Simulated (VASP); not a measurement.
LaO4:

```
La O
1.0
    -2.67763    2.67763    2.67763
     2.67763   -2.67763    2.67763
     2.67763    2.67763   -2.67763
La O
1 4
Direct
  0.00000 0.00000 0.00000
  0.00000 0.63058 0.00000
  0.36942 0.36942 0.36942
  0.00000 0.00000 0.63058
  0.63058 0.00000 0.00000
```

* Program: VASP 6.6.1
* Task: relaxation of cell and atoms
* Functional: PBE
* Potentials or basis: VASP PAW PBE potentials, release 64 (La, O)
* Cutoff: 600 eV
* k mesh: 4 × 4 × 4
* Occupations: gaussian, width 0.1 eV
* Spin: no spin polarisation

At the start: pressure 30.0 GPa; volume 15.36 Å³/atom.

**Question.** Where does the relaxation end?

**Answer.** Over 26 steps the energy falls by 817.3 meV/atom and the volume is 16.78 Å³/atom (+9.3 %); space group Im-3m (No. 229, to 0.05 Å).

Step by step:
| step | energy change (eV) | largest force (eV/Å) | pressure (GPa) | volume (Å³) |
| --- | --- | --- | --- | --- |
| 1 | 0.0000 | 5.5562 | 29.96 | 76.79 |
| 2 | -2.2181 | 0.5413 | -4.79 | 113.34 |
| 3 | -2.3704 | 0.0826 | 0.23 | 95.60 |
| 4 | -2.3698 | 0.0314 | -0.76 | 98.14 |
| 5 | -2.3726 | 0.0510 | -0.26 | 96.81 |
| 6 | -2.3724 | 0.0605 | -0.09 | 96.38 |
| 7 | -2.3729 | 0.0675 | -0.04 | 96.11 |
| 8 | -2.3745 | 0.0882 | 0.10 | 95.32 |
| 9 | -2.3768 | 0.1315 | 0.40 | 93.74 |
| 10 | -2.3781 | 0.2247 | 1.06 | 90.63 |
| 11 | -2.3783 | 0.2263 | 1.07 | 90.59 |
| 12 | -2.3788 | 0.2312 | 1.09 | 90.47 |
| 13 | -2.3798 | 0.2413 | 1.13 | 90.23 |
| 14 | -2.3821 | 0.2631 | 1.21 | 89.75 |
| 15 | -2.3874 | 0.3095 | 1.40 | 88.79 |
| 16 | -2.4016 | 0.4237 | 1.85 | 86.90 |
| 17 | -2.4534 | 0.8372 | 3.31 | 83.21 |
| 18 | -2.7260 | 1.9314 | 8.14 | 76.13 |
| 19 | -2.8358 | 0.8667 | 24.90 | 63.21 |
| 20 | -2.9462 | 2.2381 | 13.92 | 70.48 |
| 21 | -3.0072 | 1.8011 | 18.38 | 66.78 |
| 22 | -3.0013 | 1.7188 | 18.99 | 66.35 |
| 23 | -3.3705 | 1.3754 | 14.39 | 69.03 |
| 24 | -3.9811 | 0.4727 | 4.11 | 77.51 |
| 25 | -4.0770 | 0.1545 | 1.11 | 81.85 |
| 26 | -4.0866 | 0.0306 | -0.17 | 83.92 |

Final structure:
```xyz
5
Lattice="-2.7580 2.7580 2.7580 2.7580 -2.7580 2.7580 2.7580 2.7580 -2.7580" Properties=species:S:1:pos:R:3 pbc="T T T"
La    0.0000    0.0000    0.0000
O     1.3805   -1.3805    1.3805
O     1.3775    1.3775    1.3775
O     1.3805    1.3805   -1.3805
O    -1.3805    1.3805    1.3805
```

Caveat: the k points lie up to 0.40 Å⁻¹ apart in the final cell; an odd number of electrons without spin polarisation forces a metal; a magnetic or distorted state may lie lower.
